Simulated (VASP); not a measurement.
# ErTl3Br (P4/mmm) in VASP: relaxation of cell and atoms with PBE

Aim: the relaxation of cell and atoms of ErTl3Br with PBE.

Everything below comes from runs of VASP 6.6.1. Logs are shortened: lines on timing, memory, paths and dates and some standing lists are left out, and cuts for length are marked.

**1. The cell of the first run**

It takes space group P4/mmm (No. 123, tetragonal). Conventional cell: a = 4.309 Å, b = 4.309 Å, c = 9.094 Å, α = 90.00°, β = 90.00°, γ = 90.00°. Within 4.6 Å of Er (site symmetry 4/mmm) lie 8 Tl at 3.40 Å and 4 Er at 4.31 Å and 2 Br at 4.55 Å. Tl (site symmetry 4mm) has 2 Tl at 3.03 Å and 4 Er at 3.40 Å within 4.0 Å. Tl (site symmetry 4/mmm) has 2 Tl at 3.03 Å and 4 Br at 3.05 Å within 4.0 Å. Br (site symmetry 4/mmm) has 4 Tl at 3.05 Å within 4.0 Å.

The cell was generated, and may not be a known phase.

**2. Relaxation of cell and atoms, PBE**

The input, INCAR:

```
SYSTEM = ErTl3Br
PREC = Accurate
ENCUT = 500
EDIFF = 1E-7
ISMEAR = 0
SIGMA = 0.1
LREAL = .False.
LASPH = .True.
NELM = 200
ALGO = Normal
ISIF = 3
LWAVE = .False.
LCHARG = .False.
GGA = PE
IBRION = 2
NSW = 100
EDIFFG = -0.01
GGA_COMPAT = .False.
NELMIN = 4
LMAXMIX = 6
```

The input, KPOINTS:

```
regular mesh
0
Gamma
  10 10 4
  0 0 0
```

The input, POSCAR:

```
ErTl3Br
1.0
    4.3091322129      0.0000000000      0.0000000000
    0.0000000000      4.3091322129      0.0000000000
    0.0000000000      0.0000000000      9.0943379711
Er Tl Br
1 3 1
Direct
    0.0000000000      0.0000000000      0.0000000000
    0.5000000000      0.5000000000      0.1665937007
    0.5000000000      0.5000000000      0.8334062993
    0.5000000000      0.5000000000      0.5000000000
    0.0000000000      0.0000000000      0.5000000000
```

Potentials or basis: VASP PAW PBE potentials, release 64 (Er_3, Tl_d, Br), 4f in core.

Started as:

```sh
$ cat potpaw_PBE.64/Er_3/POTCAR potpaw_PBE.64/Tl_d/POTCAR potpaw_PBE.64/Br/POTCAR > POTCAR
$ mpirun -np 1 vasp_std > vasp.out
```

OUTCAR:

```text
SYSTEM = ErTl3Br
   PREC = Accurate
   ENCUT = 500
   EDIFF = 1E-7
   ISMEAR = 0
   LREAL = .False.
   LASPH = .True.
   NELM = 200
   ISIF = 3
   GGA = PE
   IBRION = 2
   NSW = 100
   EDIFFG = -0.01
   NELMIN = 4

 ion  position               nearest neighbor table
   1  0.000  0.000  0.000-   2 3.40   3 3.40   2 3.40   3 3.40   2 3.40   3 3.40   2 3.40   3 3.40

   2  0.500  0.500  0.167-   3 3.03   4 3.03   1 3.40   1 3.40   1 3.40   1 3.40
   3  0.500  0.500  0.833-   2 3.03   4 3.03   1 3.40   1 3.40   1 3.40   1 3.40
   4  0.500  0.500  0.500-   2 3.03   3 3.03   5 3.05   5 3.05   5 3.05   5 3.05
   5  0.000  0.000  0.500-   4 3.05   4 3.05   4 3.05   4 3.05

  LATTYP: Found a simple tetragonal cell.
 ALAT       =     4.3091322129
 C/A-ratio  =     2.1104801435

  Lattice vectors:

 A1 = (   4.3091322129,   0.0000000000,   0.0000000000)
 A2 = (   0.0000000000,   4.3091322129,   0.0000000000)
 A3 = (   0.0000000000,   0.0000000000,   9.0943379711)

Analysis of symmetry for initial positions (statically):
=====================================================================
 Subroutine PRICEL returns:
 Original cell was already a primitive cell.

 Routine SETGRP: Setting up the symmetry group for a
 simple tetragonal supercell.

 Subroutine GETGRP returns: Found 16 space group operations
 (whereof 16 operations were pure point group operations)
 out of a pool of 16 trial point group operations.

The static configuration has the point symmetry D_4h.

Analysis of symmetry for dynamics (positions and initial velocities):
=====================================================================
 Subroutine PRICEL returns:
 Original cell was already a primitive cell.

 Routine SETGRP: Setting up the symmetry group for a
 simple tetragonal supercell.

 Subroutine GETGRP returns: Found 16 space group operations
 (whereof 16 operations were pure point group operations)
 out of a pool of 16 trial point group operations.

The dynamic configuration has the point symmetry D_4h.

 Subroutine INISYM returns: Found 16 space group operations
 (whereof 16 operations are pure point group operations),
 and found     1 'primitive' translations

----------------------------------------------------------------------------------------

                                     Primitive cell

  volume of cell :     168.8693

  direct lattice vectors                    reciprocal lattice vectors
     4.309132213  0.000000000  0.000000000     0.232065286  0.000000000  0.000000000
     0.000000000  4.309132213  0.000000000     0.000000000  0.232065286  0.000000000
     0.000000000  0.000000000  9.094337971     0.000000000  0.000000000  0.109958526

  length of vectors
     4.309132213  4.309132213  9.094337971     0.232065286  0.232065286  0.109958526

  position of ions in fractional coordinates (direct lattice)
     0.000000000  0.000000000  0.000000000
     0.500000000  0.500000000  0.166593701
     0.500000000  0.500000000  0.833406299
     0.500000000  0.500000000  0.500000000
     0.000000000  0.000000000  0.500000000

  ion indices of the primitive-cell ions
   primitive index   ion index
                 1           1
                 2           2
                 3           3
                 4           4
                 5           5

----------------------------------------------------------------------------------------

 KPOINTS: regular mesh

Automatic generation of k-mesh.
 Grid dimensions read from file:
 generate k-points for:   10   10    4

 Generating k-lattice:

  Cartesian coordinates                     Fractional coordinates (reciprocal lattice)
     0.023206529  0.000000000  0.000000000     0.100000000  0.000000000  0.000000000
     0.000000000  0.023206529  0.000000000     0.000000000  0.100000000  0.000000000
     0.000000000  0.000000000  0.027489632     0.000000000  0.000000000  0.250000000

  Length of vectors
     0.023206529  0.023206529  0.027489632

  Shift w.r.t. Gamma in fractional coordinates (k-lattice)
     0.000000000  0.000000000  0.000000000

 Subroutine IBZKPT returns following result:
 ===========================================

 Found     63 irreducible k-points:

 Following reciprocal coordinates:
            Coordinates               Weight
  0.000000  0.000000  0.000000      1.000000
  0.100000  0.000000  0.000000      4.000000
  0.200000  0.000000  0.000000      4.000000
  0.300000  0.000000  0.000000      4.000000
  0.400000  0.000000  0.000000      4.000000
  0.500000  0.000000  0.000000      2.000000
[... 16 lines left out ...]
  0.100000  0.000000  0.250000      8.000000
  0.200000  0.000000  0.250000      8.000000
 [... further k-points ...]
   k-points           NKPTS =     63   k-points in BZ     NKDIM =     63   number of bands    NBANDS=     33
   number of dos      NEDOS =    301   number of ions     NIONS =      5
   total plane-waves  NPLWV =  71680
   dimension x,y,z NGX =    32 NGY =   32 NGZ =   70
   dimension x,y,z NGXF=    64 NGYF=   64 NGZF=  140
   ions per type =               1   3   1
   NGX,Y,Z   is equivalent  to a cutoff of  12.35, 12.35, 12.80 a.u.
   NGXF,Y,Z  is equivalent  to a cutoff of  24.69, 24.69, 25.59 a.u.
 SYSTEM =  ErTl3Br
   PREC   = accura    normal or accurate (medium, high low for compatibility)
   ISTART =      0    job   : 0-new  1-cont  2-samecut
   ICHARG =      2    charge: 1-file 2-atom 10-const
   ISPIN  =      1    spin polarized calculation?
   LNONCOLLINEAR =      F non collinear calculations
   LSORBIT =      F    spin-orbit coupling
   LASPH  =      T    aspherical Exc in radial PAW
   ENCUT  =  500.0 eV  36.75 Ry    6.06 a.u.   7.86  7.86 16.58*2*pi/ulx,y,z
   NELM   =    200;   NELMIN=  4; NELMDL= -5     # of ELM steps
   EDIFF  = 0.1E-06   stopping-criterion for ELM
   LREAL  =      F    real-space projection
   EDIFFG = -.1E-01   stopping-criterion for IOM
   NSW    =    100    number of steps for IOM
   IBRION =      2    ionic relax: 0-MD 1-quasi-New 2-CG
   NFREE  =      1    steps in history (QN), initial steepest desc. (CG)
   ISIF   =      3    stress and relaxation
   ISYM   =      2    0-nonsym 1-usesym 2-fastsym
   POTIM  = 0.5000    time-step for ionic-motion
   TEBEG  =    0.0;   TEEND  =   0.0 temperature during run
   PSTRESS=    0.0 pullay stress
   NELECT =      55.0000    total number of electrons
   NUPDOWN=      -1.0000    fix difference up-down
   EMIN   =  10.00;   EMAX   =-10.00  energy-range for DOS
   EFERMI =   0.00;   METHOD = LEGACY
   ISMEAR =     0;   SIGMA  =   0.10  broadening in eV -4-tet -1-fermi 0-gaus
   EFERMI_NEDOS =   21; number of points for ismear=-14 and -15
   IALGO  =     38    algorithm
   IMIX   =      4    mixing-type and parameters
     AMIX     =   0.40;   BMIX     =  1.00
     AMIX_MAG =   1.60;   BMIX_MAG =  1.00
  volume/ion in A,a.u.               =      33.77       227.92
  Fermi-wavevector in a.u.,A,eV,Ry     =   1.126364  2.128520 17.261660  1.268696
  Thomas-Fermi vector in A             =   2.263046
   LORBIT       =      0    0 simple, 1 ext, 2 COOP (PROOUT), +10 PAW based schemes
   GGA     = PE    functional components
   LHFCALC =     F    Hartree Fock is set to
   AEXX    =    0.0000 exact exchange contribution
   IVDW    =     0    specifies the selected vdW correction
   LEPSILON=     F    determine dielectric tensor
   LRPA    =     F    only Hartree local field effects (RPA)
 conjugate gradient relaxation of ions
 non-spin polarized calculation
 Gauss-broadening in eV      SIGMA  =   0.10
  energy-cutoff  :      500.00
  volume of cell :      168.87
 maximum number of plane-waves:      4312
 NGX is ok and might be reduce to    32
   NGX = 15   NGY = 15   NGZ = 33

--------------------------------------- Ionic step        1  -------------------------------------------

 number of electron      55.0000012 magnetization

 Free energy of the ion-electron system (eV)
  ---------------------------------------------------
  ext. energy  EPLUGINS =         0.00000000
  ---------------------------------------------------
  free energy    TOTEN  =       -13.23210189 eV

  energy without entropy =      -13.20919228  energy(sigma->0) =      -13.22064708

------------------------ aborting loop because EDIFF is reached ----------------------------------------

  FORCE on cell =-STRESS in cart. coord.  units (eV):
  Direction    XX          YY          ZZ          XY          YZ          ZX
  --------------------------------------------------------------------------------------
  -------------------------------------------------------------------------------------
  Total       -0.6049782     -0.6049782      1.8563961      0.0000000      0.0000000      0.0000000
  in kB       -5.7398371     -5.7398371     17.6128851      0.0000000      0.0000000      0.0000000
  external PRESSURE =       2.0444037 kB  Pullay stress =       0.0000000 kB
[... 297 lines left out ...]
  energy  without entropy=      -13.2651461494  energy(sigma->0) =      -13.27579021

--------------------------------------- Ionic step        9  -------------------------------------------

 number of electron      55.0000008 magnetization

 Free energy of the ion-electron system (eV)
  ---------------------------------------------------
  ext. energy  EPLUGINS =         0.00000000
  ---------------------------------------------------
  free energy    TOTEN  =       -13.28650907 eV

  energy without entropy =      -13.26526963  energy(sigma->0) =      -13.27588935

 E-fermi :   3.5707     XC(G=0):  -8.9505

 val. band max:        3.5664443211   @ k =   0.3000   0.2000   0.2500
 cond. band min:       3.5752387469   @ k =   0.4000   0.3000   0.2500
 fundamental gap:      0.0087944258
 Fermi energy:         3.5706902983

 k-point     1 :       0.0000    0.0000    0.0000
  band No.  band energies     occupation
      1     -22.4309      2.00000
      2     -22.2587      2.00000
      3     -22.2587      2.00000
      4     -11.5166      2.00000
      5      -8.0933      2.00000
      6      -7.7430      2.00000
[... 853 lines left out ...]
     32       5.8043      0.00000
     33       7.1031      0.00000

 [... further k-points ...]

------------------------ aborting loop because EDIFF is reached ----------------------------------------

  FORCE on cell =-STRESS in cart. coord.  units (eV):
  Direction    XX          YY          ZZ          XY          YZ          ZX
  --------------------------------------------------------------------------------------
  -------------------------------------------------------------------------------------
  Total       -0.0221811     -0.0221811     -0.0049329      0.0000000      0.0000000      0.0000000
  in kB       -0.2078173     -0.2078173     -0.0462168      0.0000000      0.0000000      0.0000000
  external PRESSURE =      -0.1539504 kB  Pullay stress =       0.0000000 kB
[... 20 lines left out ...]
  FREE ENERGIE OF THE ION-ELECTRON SYSTEM (eV)
  ---------------------------------------------------
  free  energy   TOTEN  =       -13.2865090661 eV

  energy  without entropy=      -13.2652696266  energy(sigma->0) =      -13.27588935

 reached required accuracy - stopping structural energy minimisation
```

It took 17 min on 1 thread of Intel Xeon 6975P-C (Granite Rapids), shared host; peak memory 0.52 GiB.

Results:

```
Free energy                           : -13.2865 eV
Relaxed volume                        : 34.20 Å³/atom
Relaxed cell                          : a = 4.238 Å, b = 4.238 Å, c = 9.523 Å, α = 90.00°, β = 90.00°, γ = 90.00°
Space group after relaxing (to 0.1 Å) : P4/mmm (No. 123)
Energy gained by relaxing             : 10.9 meV/atom
Ionic steps                           : 9
Pressure after relaxing               : 0.0 GPa
Largest force after relaxing          : 0.005 eV/Å
Band gap on the k mesh                : zero (an odd number of electrons rules out a gap without spin polarisation)
```

Forces on the atoms (eV/Å):
```
Er   0.000  0.000  0.000
Tl   0.000  0.000 -0.005
Tl   0.000  0.000  0.005
Tl   0.000  0.000  0.000
Br   0.000  0.000  0.000
```

Step by step:
```tsv
step	energy change (eV)	largest force (eV/Å)	pressure (GPa)	volume (Å³)
1	0.0000	0.1580	0.20	168.87
2	-0.0333	0.1071	0.07	169.89
3	-0.0531	0.0515	-0.03	171.23
4	-0.0538	0.0427	-0.04	171.50
5	-0.0538	0.0413	-0.04	171.55
6	-0.0541	0.0325	-0.01	171.28
7	-0.0543	0.0176	0.03	170.82
8	-0.0543	0.0130	0.05	170.68
9	-0.0544	0.0047	-0.02	171.01
```

Final structure:
```xyz
5
Lattice="4.2376 0.0000 0.0000 0.0000 4.2376 0.0000 0.0000 0.0000 9.5231" Properties=species:S:1:pos:R:3 pbc="T T T"
Er    0.0000    0.0000    9.5231
Tl    2.1188    2.1188    1.6206
Tl    2.1188    2.1188    7.9025
Tl    2.1188    2.1188    4.7615
Br    0.0000    0.0000    4.7615
```

Caveat: spin-orbit coupling is left out, which moves the levels of the heavy elements; the 4f electrons are frozen in the core, so they carry no moment and show no levels; an odd number of electrons without spin polarisation forces a metal; a magnetic or distorted state may lie lower; the run has no spin polarisation, though such a crystal can be magnetic. Spin polarisation is off, so any magnetic state and its effect on volume and gap are missing.
